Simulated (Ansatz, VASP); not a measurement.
**One calculation of ZrN, two programs**

```
Zr N
1.0
     0.00000    2.30685    2.30685
     2.30685    0.00000    2.30685
     2.30685    2.30685    0.00000
Zr N
1 1
Cartesian
  0.0000 0.0000 0.0000
  2.3068 2.3068 2.3068
```

Change from the starting cell: volume scaled by 1.03, PAW files.

Alike in both runs: task electric field gradients; functional PBE; k mesh 9 × 9 × 9; occupations fermi-dirac, width 0.01 eV; no spin polarisation.

|  | VASP | Ansatz |
| --- | --- | --- |
| version | VASP 6.6.1 | Ansatz 0.2.0 |
| potentials or method | VASP PAW PBE potentials, release 64 (Zr_sv, N) | PAW with Ansatz's default frozen-core files, scalar-relativistic |
| plane-wave cutoff (eV) | 520 | 420 |
| valence electrons in the cell | 17 | 17 |

|  | VASP | Ansatz | Ansatz less VASP |
| --- | --- | --- | --- |
| pressure (GPa) | -2.8 | -3.0 | -0.24 |

The functional is the same, so the differences come from potentials, cutoffs and numerics.
